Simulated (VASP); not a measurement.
Here is a VASP 6.6.1 calculation.

The input POSCAR:

```
TaWC2
1.0
    1.5718551461      0.9075109917      5.1016196719
   -1.5718551461      0.9075109917      5.1016196719
    0.0000000000     -1.8150219835      5.1016196719
W Ta C
1 1 2
Direct
    0.0000000000      0.0000000000      0.0000000000
    0.5000000000      0.5000000000      0.5000000000
    0.2509330000      0.2509330000      0.2509330000
    0.7490670000      0.7490670000      0.7490670000
```

Contents of INCAR.step1:

```
SYSTEM = TaWC2
PREC     = Accurate       ! precision mode
ENCUT    = 520            ! plane-wave cutoff, eV
ISMEAR   = -1             ! smearing method
SIGMA    = 0.05           ! smearing width, eV
LREAL    = .False.        ! projectors in reciprocal space
LASPH    = .True.         ! aspherical terms in the spheres
NELM     = 100            ! most SCF steps
NBANDS   = 24             ! bands
GGA      = PE             ! functional
ALGO     = Normal         ! electronic algorithm
EDIFF    = 1E-4           ! SCF threshold, eV
LWAVE    = .True.         ! write WAVECAR
LCHARG   = .False.        ! write CHGCAR
```

File INCAR.step2:

```
SYSTEM = TaWC2
PREC     = Accurate       ! precision mode
ENCUT    = 520            ! plane-wave cutoff, eV
EDIFF    = 1E-6           ! SCF threshold, eV
ISMEAR   = -1             ! smearing method
SIGMA    = 0.05           ! smearing width, eV
LREAL    = .False.        ! projectors in reciprocal space
LASPH    = .True.         ! aspherical terms in the spheres
NELM     = 100            ! most SCF steps
ALGO     = Normal         ! electronic algorithm
ISIF     = 2              ! what is computed and relaxed
LWAVE    = .False.        ! write WAVECAR
LCHARG   = .False.        ! write CHGCAR
METAGGA  = R2SCAN         ! meta-GGA
LMIXTAU  = .True.       
NBANDS   = 24             ! bands
ISTART   = 1
```

KPOINTS

```
regular mesh
0
Gamma
  10 10 10
  0 0 0
```

Potentials or basis: VASP PAW PBE potentials, release 64 (W_sv, Ta_pv, C).

Run with:

```bash
$ cat potpaw_PBE.64/W_sv/POTCAR potpaw_PBE.64/Ta_pv/POTCAR potpaw_PBE.64/C/POTCAR > POTCAR
$ cp INCAR.step1 INCAR
$ mpirun -np 1 vasp_std > vasp.out
$ cp INCAR.step2 INCAR
$ mpirun -np 1 vasp_std > vasp.out
```

Task: Predict the band gap on the k mesh.

Result: Zero (an odd number of electrons rules out a gap without spin polarisation).

Task: Estimate the pressure.

Result: -4.6 GPa.

Task: What does it give for the largest force?

Result: 0.003 eV/Å.

Forces on the atoms (eV/Å):
```
W    0.000  0.000  0.000
Ta   0.000  0.000  0.000
C    0.000  0.000  0.003
C    0.000  0.000 -0.003
```

Caveat: the cell stands under tension; the PAW data sets were made with another functional, which shifts forces and pressure a little; spin-orbit coupling is left out, which moves the levels of the heavy elements; an odd number of electrons without spin polarisation forces a metal; a magnetic or distorted state may lie lower.
